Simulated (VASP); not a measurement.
Input of a VASP 6.6.1 run:

File POSCAR:

```
Mo
1.0
    2.7355103972      0.0000000000      0.0000000000
   -1.3677551986      2.3690214963      0.0000000000
    0.0000000000      0.0000000000      2.5935084105
Mo
1
Direct
    0.0000000000      0.0000000000      0.5000000000
```

Contents of INCAR.step1:

```
PREC     = Accurate       # precision mode
ENCUT    = 520            # plane-wave cutoff, eV
ISMEAR   = 0              # smearing method
SIGMA    = 0.15           # smearing width, eV
LREAL    = F              # projectors in reciprocal space
LASPH    = T              # aspherical terms in the spheres
NELM     = 60             # most SCF steps
NBANDS   = 13             # bands
GGA      = PE             # functional
ALGO     = Normal         # electronic algorithm
EDIFF    = 1E-4           # SCF threshold, eV
LWAVE    = T              # write WAVECAR
LCHARG   = F              # write CHGCAR
```

File INCAR.step2:

```
PREC     = Accurate       # precision mode
ENCUT    = 520            # plane-wave cutoff, eV
EDIFF    = 1E-6           # SCF threshold, eV
ISMEAR   = 0              # smearing method
SIGMA    = 0.15           # smearing width, eV
LREAL    = F              # projectors in reciprocal space
LASPH    = T              # aspherical terms in the spheres
NELM     = 60             # most SCF steps
ALGO     = Normal         # electronic algorithm
ISIF     = 2              # what is computed and relaxed
LWAVE    = F              # write WAVECAR
LCHARG   = T              # write CHGCAR
METAGGA  = R2SCAN         # meta-GGA
LMIXTAU  = T            
LELF     = T              # ELF
LVHAR    = T            
NBANDS   = 13             # bands
ISTART   = 1
```

The input KPOINTS:

```
regular mesh
0
Gamma
  18 18 18
```

Potentials or basis: VASP PAW PBE potentials, release 64 (Mo_sv).

Launch:

```console
$ cat potpaw_PBE.64/Mo_sv/POTCAR > POTCAR
$ cp INCAR.step1 INCAR
$ mpirun -np 1 vasp_std > vasp.out
$ cp INCAR.step2 INCAR
$ mpirun -np 1 vasp_std > vasp.out
```

Estimate the band gap on the k mesh.

zero (bands 7 and 8 overlap by 1.86 eV).

Predict the pressure.

-1.6 GPa.

Stress tensor (GPa, compression positive):
```
 1.88  0.00  0.00
 0.00  1.88  0.00
 0.00  0.00 -8.48
```

Caveat: the cell differs from its parent crystal (strain +0.000 along x and y, +0.015 along z); the stress differs along the axes, from -8 to 2 GPa; the PAW data sets were made with another functional, which shifts forces and pressure a little.
